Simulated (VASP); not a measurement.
# KBr (P6_3/mmc) in VASP: notebook

KBr is run at these levels: PBE; tasks: single point.

Everything below comes from runs of VASP 6.6.1. Logs are shortened: lines on timing, memory, paths and dates and some standing lists are left out, and cuts for length are marked.

### Step 1. The cell of the first run

It takes space group P6_3/mmc (No. 194, hexagonal). Conventional cell: a = 5.619 Å, b = 5.619 Å, c = 6.554 Å, α = 90.00°, β = 90.00°, γ = 120.00°. Within 4.3 Å of K (site symmetry -6m2) lie 5 Br at 3.24 to 3.28 Å. Br (site symmetry -6m2) has 5 K at 3.24 to 3.28 Å within 4.3 Å.

### Step 2. Single point, PBE

The input, INCAR:

```
ALGO     = Normal         # electronic algorithm
EDIFF    = 1E-6           # SCF threshold, eV
ENCUT    = 520            # plane-wave cutoff, eV
GGA      = PE             # functional
ISIF     = 2              # what is computed and relaxed
ISMEAR   = 0              # smearing method
LASPH    = True           # aspherical terms in the spheres
LCHARG   = True           # write CHGCAR
LELF     = True           # ELF
LREAL    = False          # projectors in reciprocal space
LVHAR    = True         
LWAVE    = False          # write WAVECAR
NBANDS   = 24             # bands
NELM     = 100            # most SCF steps
PREC     = Accurate       # precision mode
SIGMA    = 0.01           # smearing width, eV
```

The input, KPOINTS:

```
k-points
0
Gamma
  6 6 2
```

The input, POSCAR:

```
KBr
1.0
    5.6185815514      0.0000000000      0.0000000000
   -2.8092907757      4.8658343567      0.0000000000
    0.0000000000      0.0000000000      6.5538298471
K Br
2 2
Direct
    0.3333333333      0.6666666667     -0.0625000000
    0.6666666667      0.3333333333      0.4375000000
    0.3333333333      0.6666666667      0.4375000000
    0.6666666667      0.3333333333      0.9375000000
```

Potentials or basis: VASP PAW PBE potentials, release 64 (K_sv, Br).

Command:

```
$ cat potpaw_PBE.64/K_sv/POTCAR potpaw_PBE.64/Br/POTCAR > POTCAR
$ mpirun -np 1 vasp_std > vasp.out
```

OUTCAR:

```text
EDIFF = 1E-6
   ENCUT = 520
   GGA = PE
   ISIF = 2
   ISMEAR = 0
   LASPH = True
   LREAL = False
   NELM = 100
   PREC = Accurate

 ion  position               nearest neighbor table
   1  0.333  0.667  0.938-   4 3.24   4 3.24   4 3.24   3 3.28   3 3.28
   2  0.667  0.333  0.438-   3 3.24   3 3.24   3 3.24   4 3.28   4 3.28
   3  0.333  0.667  0.438-   2 3.24   2 3.24   2 3.24   1 3.28   1 3.28
   4  0.667  0.333  0.938-   1 3.24   1 3.24   1 3.24   2 3.28   2 3.28

  LATTYP: Found a hexagonal cell.
 ALAT       =     5.6185815514
 C/A-ratio  =     1.1664562999

  Lattice vectors:

 A1 = (   5.6185815514,   0.0000000000,   0.0000000000)
 A2 = (  -2.8092907757,   4.8658343567,   0.0000000000)
 A3 = (   0.0000000000,   0.0000000000,   6.5538298471)

Analysis of symmetry for initial positions (statically):
=====================================================================
 Subroutine PRICEL returns:
 Original cell was already a primitive cell.

 Routine SETGRP: Setting up the symmetry group for a
 hexagonal supercell.

 Subroutine GETGRP returns: Found 24 space group operations
 (whereof  6 operations were pure point group operations)
 out of a pool of 24 trial point group operations.

The static configuration has the point symmetry C_3v.
 The point group associated with its full space group is D_6h.

Analysis of symmetry for dynamics (positions and initial velocities):
=====================================================================
 Subroutine PRICEL returns:
 Original cell was already a primitive cell.

 Routine SETGRP: Setting up the symmetry group for a
 hexagonal supercell.

 Subroutine GETGRP returns: Found 24 space group operations
 (whereof  6 operations were pure point group operations)
 out of a pool of 24 trial point group operations.

The dynamic configuration has the point symmetry C_3v.
 The point group associated with its full space group is D_6h.

 Subroutine INISYM returns: Found 24 space group operations
 (whereof  6 operations are pure point group operations),
 and found     1 'primitive' translations

----------------------------------------------------------------------------------------

                                     Primitive cell

  volume of cell :     179.1757

  direct lattice vectors                    reciprocal lattice vectors
     5.618581551  0.000000000  0.000000000     0.177980864  0.102757300  0.000000000
    -2.809290776  4.865834357  0.000000000     0.000000000  0.205514600  0.000000000
     0.000000000  0.000000000  6.553829847     0.000000000  0.000000000  0.152582539

  length of vectors
     5.618581551  5.618581551  6.553829847     0.205514600  0.205514600  0.152582539

  position of ions in fractional coordinates (direct lattice)
     0.333333333  0.666666667  0.937500000
     0.666666667  0.333333333  0.437500000
     0.333333333  0.666666667  0.437500000
     0.666666667  0.333333333  0.937500000

  ion indices of the primitive-cell ions
   primitive index   ion index
                 1           1
                 2           2
                 3           3
                 4           4

----------------------------------------------------------------------------------------

 KPOINTS: k-points

Automatic generation of k-mesh.
 Grid dimensions read from file:
 generate k-points for:    6    6    2

 Generating k-lattice:

  Cartesian coordinates                     Fractional coordinates (reciprocal lattice)
     0.029663477  0.017126217  0.000000000     0.166666667 -0.000000000  0.000000000
     0.000000000  0.034252433  0.000000000     0.000000000  0.166666667  0.000000000
     0.000000000  0.000000000  0.076291270     0.000000000  0.000000000  0.500000000

  Length of vectors
     0.034252433  0.034252433  0.076291270

  Shift w.r.t. Gamma in fractional coordinates (k-lattice)
     0.000000000  0.000000000  0.000000000

 Subroutine IBZKPT returns following result:
 ===========================================

 Found     14 irreducible k-points:

 Following reciprocal coordinates:
            Coordinates               Weight
  0.000000  0.000000  0.000000      1.000000
  0.166667  0.000000  0.000000      6.000000
  0.333333  0.000000  0.000000      6.000000
  0.500000  0.000000  0.000000      3.000000
  0.166667  0.166667  0.000000      6.000000
  0.333333  0.166667  0.000000     12.000000
  0.333333  0.333333  0.000000      2.000000
  0.000000  0.000000  0.500000      1.000000
  0.166667  0.000000  0.500000      6.000000
  0.333333  0.000000  0.500000      6.000000
  0.500000  0.000000  0.500000      3.000000
  0.166667  0.166667  0.500000      6.000000
  0.333333  0.166667  0.500000     12.000000
  0.333333  0.333333  0.500000      2.000000
   k-points           NKPTS =     14   k-points in BZ     NKDIM =     14   number of bands    NBANDS=     24
   number of dos      NEDOS =    301   number of ions     NIONS =      4
   total plane-waves  NPLWV =  88200
   dimension x,y,z NGX =    42 NGY =   42 NGZ =   50
   dimension x,y,z NGXF=    84 NGYF=   84 NGZF=  100
   ions per type =               2   2
   NGX,Y,Z   is equivalent  to a cutoff of  12.43, 12.43, 12.68 a.u.
   NGXF,Y,Z  is equivalent  to a cutoff of  24.85, 24.85, 25.37 a.u.
 SYSTEM =  unknown system
   PREC   = accura    normal or accurate (medium, high low for compatibility)
   ISTART =      0    job   : 0-new  1-cont  2-samecut
   ICHARG =      2    charge: 1-file 2-atom 10-const
   ISPIN  =      1    spin polarized calculation?
   LNONCOLLINEAR =      F non collinear calculations
   LSORBIT =      F    spin-orbit coupling
   LASPH  =      T    aspherical Exc in radial PAW
   ENCUT  =  520.0 eV  38.22 Ry    6.18 a.u.  10.45 10.45 12.19*2*pi/ulx,y,z
   NELM   =    100;   NELMIN=  2; NELMDL= -5     # of ELM steps
   EDIFF  = 0.1E-05   stopping-criterion for ELM
   LREAL  =      F    real-space projection
   EDIFFG = 0.1E-04   stopping-criterion for IOM
   NSW    =      0    number of steps for IOM
   IBRION =     -1    ionic relax: 0-MD 1-quasi-New 2-CG
   NFREE  =      0    steps in history (QN), initial steepest desc. (CG)
   ISIF   =      2    stress and relaxation
   ISYM   =      2    0-nonsym 1-usesym 2-fastsym
   POTIM  = 0.5000    time-step for ionic-motion
   TEBEG  =    0.0;   TEEND  =   0.0 temperature during run
   PSTRESS=    0.0 pullay stress
   NELECT =      32.0000    total number of electrons
   NUPDOWN=      -1.0000    fix difference up-down
   EMIN   =  10.00;   EMAX   =-10.00  energy-range for DOS
   EFERMI =   0.00;   METHOD = LEGACY
   ISMEAR =     0;   SIGMA  =   0.01  broadening in eV -4-tet -1-fermi 0-gaus
   EFERMI_NEDOS =   21; number of points for ismear=-14 and -15
   IALGO  =     38    algorithm
   IMIX   =      4    mixing-type and parameters
     AMIX     =   0.40;   BMIX     =  1.00
     AMIX_MAG =   1.60;   BMIX_MAG =  1.00
  volume/ion in A,a.u.               =      44.79       302.28
  Fermi-wavevector in a.u.,A,eV,Ry     =   0.921931  1.742197 11.564365  0.849957
  Thomas-Fermi vector in A             =   2.047402
   LORBIT       =      0    0 simple, 1 ext, 2 COOP (PROOUT), +10 PAW based schemes
   GGA     = PE    functional components
   LHFCALC =     F    Hartree Fock is set to
   AEXX    =    0.0000 exact exchange contribution
   IVDW    =     0    specifies the selected vdW correction
   LEPSILON=     F    determine dielectric tensor
   LRPA    =     F    only Hartree local field effects (RPA)
 non-spin polarized calculation
 Gauss-broadening in eV      SIGMA  =   0.01
  energy-cutoff  :      520.00
  volume of cell :      179.18
 maximum number of plane-waves:      4860
 NGX is ok and might be reduce to    42
   NGX = 21   NGY = 21   NGZ = 25

 number of electron      32.0000003 magnetization

 Free energy of the ion-electron system (eV)
  ---------------------------------------------------
  ext. energy  EPLUGINS =         0.00000000
  ---------------------------------------------------
  free energy    TOTEN  =       -12.26812370 eV

  energy without entropy =      -12.26812370  energy(sigma->0) =      -12.26812370

 E-fermi :  -2.4532     XC(G=0):  -6.3504

 val. band max:       -2.5338135670   @ k =   0.0000   0.0000   0.0000
 cond. band min:       1.6515187715   @ k =   0.0000   0.0000   0.0000
 fundamental gap:      4.1853323385
 Fermi energy:        -2.4531670836

 k-point     1 :       0.0000    0.0000    0.0000
  band No.  band energies     occupation
      1     -30.4538      2.00000
      2     -30.4474      2.00000
      3     -14.7592      2.00000
      4     -14.6761      2.00000
      5     -14.0002      2.00000
      6     -13.9810      2.00000
[... 16 lines left out ...]
     23       5.7124      0.00000
     24       6.3504      0.00000

 k-point     2 :       0.1667    0.0000    0.0000
  band No.  band energies     occupation
      1     -30.4533      2.00000
      2     -30.4477      2.00000
      3     -14.7925      2.00000
      4     -14.7250      2.00000
      5     -13.9953      2.00000
      6     -13.9835      2.00000
[... 16 lines left out ...]
     23       5.8948      0.00000
     24       5.9531      0.00000

 k-point     3 :       0.3333    0.0000    0.0000
  band No.  band energies     occupation
      1     -30.4522      2.00000
      2     -30.4484      2.00000
      3     -14.8484      2.00000
      4     -14.8099      2.00000
      5     -13.9883      2.00000
      6     -13.9829      2.00000
[... 16 lines left out ...]
     23       5.8382      0.00000
     24       6.1186      0.00000
[... 244 lines left out ...]
 k-point    13 :       0.3333    0.1667    0.5000
  band No.  band energies     occupation
      1     -30.4501      2.00000
      2     -30.4501      2.00000
      3     -14.9556      2.00000
      4     -14.9556      2.00000
      5     -13.9727      2.00000
      6     -13.9727      2.00000
[... 16 lines left out ...]
     23       5.9890      0.00000
     24       5.9890      0.00000

 k-point    14 :       0.3333    0.3333    0.5000
  band No.  band energies     occupation
      1     -30.4501      2.00000
      2     -30.4501      2.00000
      3     -14.9677      2.00000
      4     -14.9677      2.00000
      5     -13.9755      2.00000
      6     -13.9755      2.00000
[... 16 lines left out ...]
     23       6.0207      0.00000
     24       6.0207      0.00000

------------------------ aborting loop because EDIFF is reached ----------------------------------------

  FORCE on cell =-STRESS in cart. coord.  units (eV):
  Direction    XX          YY          ZZ          XY          YZ          ZX
  --------------------------------------------------------------------------------------
  -------------------------------------------------------------------------------------
  Total        0.4068812      0.4068812      0.6709059     -0.0000000      0.0000000     -0.0000000
  in kB        3.6383048      3.6383048      5.9991958     -0.0000000      0.0000000     -0.0000000
  external PRESSURE =       4.4252684 kB  Pullay stress =       0.0000000 kB

 VOLUME and BASIS-vectors are now :
 -----------------------------------------------------------------------------
  energy-cutoff  :      520.00
  volume of cell :      179.18
      direct lattice vectors                 reciprocal lattice vectors
     5.618581551  0.000000000  0.000000000     0.177980864  0.102757300  0.000000000
    -2.809290776  4.865834357  0.000000000     0.000000000  0.205514600  0.000000000
     0.000000000  0.000000000  6.553829847     0.000000000  0.000000000  0.152582539

 POSITION                                       TOTAL-FORCE (eV/Angst)
 -----------------------------------------------------------------------------------
     -0.00000      3.24389      6.14422        -0.000000      0.000000      0.000000
      2.80929      1.62194      2.86730         0.000000     -0.000000      0.000000
     -0.00000      3.24389      2.86730        -0.000000     -0.000000      0.000000
      2.80929      1.62194      6.14422        -0.000000      0.000000      0.000000
 -----------------------------------------------------------------------------------
    total drift:                               -0.000000      0.000000     -0.000049

  FREE ENERGIE OF THE ION-ELECTRON SYSTEM (eV)
  ---------------------------------------------------
  free  energy   TOTEN  =       -12.2681237010 eV

  energy  without entropy=      -12.2681237010  energy(sigma->0) =      -12.26812370
```

Wall time 54 s (1 thread of Intel Xeon Platinum 8259CL at 2.50GHz (Skylake/Cascade Lake), shared host); peak memory 0.31 GiB.

Results:

- Free energy: -12.2681 eV
- Pressure: 0.4 GPa
- Band gap on the k mesh: 4.19 eV

Caveat: the k points lie up to 0.48 Å⁻¹ apart; the structure was generated, so it needn't be the stable form of KBr. A k mesh can miss the band edges.

### Step 3. Single point, PBE

The input, INCAR:

```
SYSTEM = KBr
PREC = Accurate ; ENCUT = 520
EDIFF = 1E-6 ; ISMEAR = 0
SIGMA = 0.01 ; LREAL = .FALSE.
LASPH = .TRUE. ; NELM = 100
ALGO = Normal ; ISIF = 2
LWAVE = .FALSE. ; LCHARG = .FALSE.
GGA = PE ; NBANDS = 24
```

The input, KPOINTS:

```
regular mesh
0
G
  6 6 2
  0 0 0
```

POSCAR is that of step 2.

Potentials or basis: VASP PAW PBE potentials, release 64 (K_sv, Br).

Command:

```
$ cat potpaw_PBE.64/K_sv/POTCAR potpaw_PBE.64/Br/POTCAR > POTCAR
$ mpirun -np 1 vasp_std > vasp.out
```

It took 52 s on 1 thread of Intel Xeon Platinum 8259CL at 2.50GHz (Skylake/Cascade Lake), shared host; peak memory 0.31 GiB.

The run converged. Its results:

| Property | Result |
| --- | --- |
| Free energy | -12.2681 eV |
| Pressure | 0.4 GPa |
| Band gap on the k mesh | 4.19 eV |

Stress tensor (GPa, compression positive):
```
0.36 0.00 0.00
0.00 0.36 0.00
0.00 0.00 0.60
```

Levels at points of the mesh, in eV from the valence-band top:
```tsv
k point	band 12	band 13	band 14	band 15	band 16	band 17	band 18	band 19	band 20	band 21
(0.00, 0.00, 0.00)	-0.48	-0.48	-0.29	-0.29	0.00	4.19	7.06	7.42	7.42	8.21
(0.50, 0.00, 0.00)	-0.51	-0.46	-0.46	-0.25	-0.15	6.00	6.42	6.69	6.83	7.77
(0.00, 0.00, 0.50)	-0.64	-0.40	-0.40	-0.40	-0.40	5.46	5.46	8.39	8.39	8.39
(0.50, 0.00, 0.50)	-0.91	-0.35	-0.35	-0.28	-0.28	6.27	6.27	7.87	7.87	8.18
```

Caveat: the k points lie up to 0.48 Å⁻¹ apart; the structure was generated, so it needn't be the stable form of KBr. A k mesh can miss the band edges.
